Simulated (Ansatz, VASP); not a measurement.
## AlNi: VASP beside Ansatz

The input INCAR:

```
PREC = Accurate
ENCUT = 600
EDIFF = 1E-6
ISMEAR = 0
SIGMA = 0.15
LREAL = F
LASPH = T
NELM = 120
ALGO = Normal
ISIF = 2
LWAVE = F
LCHARG = T
GGA = PS
LELF = T
LVHAR = T
NBANDS = 14
GGA_COMPAT = F
```

KPOINTS

```
Automatic mesh
0
Gamma
  20 20 20
```

The input POSCAR:

```
AlNi
1.0
    2.8621655520      0.0000000000      0.0000000000
    0.0000000000      2.8621655520      0.0000000000
    0.0000000000      0.0000000000      2.8621655520
Al Ni
1 1
Direct
    0.0000000000      0.0000000000      0.0000000000
    0.3427763902      0.5000000000      0.5000000000
```

Input for Ansatz:

```yaml
crystal:
  lattice:
    - [2.862165552, 0.0, 0.0]
    - [0.0, 2.862165552, 0.0]
    - [0.0, 0.0, 2.862165552]
  atoms:
    - { symbol: Al, position: [0.0, 0.0, 0.0] }
    - { symbol: Ni, position: [0.3427763902, 0.5, 0.5] }
basis:
  ecutwfc: 420
kpoints:
  mp_grid: { grid: [20, 20, 20] }
hamiltonian:
  xc: pbesol
scf:
  occupations: { method: gaussian, width: 0.15 }
output:
  forces: true
  stress: true
  eigenvalues: true
  write_density: true
  write_potential: true
  elf: true
  volumetric_format: npy
```

Alike in both runs: task single point; functional PBEsol; k mesh 20 × 20 × 20; occupations gaussian, width 0.15 eV; no spin polarisation.

|  | VASP | Ansatz |
| --- | --- | --- |
| version | VASP 6.6.1 | Ansatz 0.2.0 |
| potentials or method | VASP PAW PBE potentials, release 64 (Al, Ni), cutoff 600 eV | scalar-relativistic, plane waves, PAW |
| valence electrons in the cell | 13 | 21 |

VASP gave:

* gap on the k mesh at the Fermi level (eV): none
* pressure (GPa): 13.8
* traceless stress, the component that is largest in VASP (GPa): -8.30
* rms of the force components (eV/Å): 1.590

Which values does Ansatz return?

gap on the k mesh at the Fermi level (eV): none; pressure (GPa): 13.3; traceless stress, the component that is largest in VASP (GPa): -8.23; rms of the force components (eV/Å): 1.585.

VASP's potentials were made for PBE, not for PBEsol. Atom by atom the forces differ by 0.005 eV/Å (rms over components). A gap of «none» marks a metal or a gap that the smearing closes. The functional is the same, so the differences come from potentials, cutoffs and numerics. VASP's potentials hold 13 valence electrons a cell and Ansatz's 21, so a difference there can come from the potentials and not from the codes.
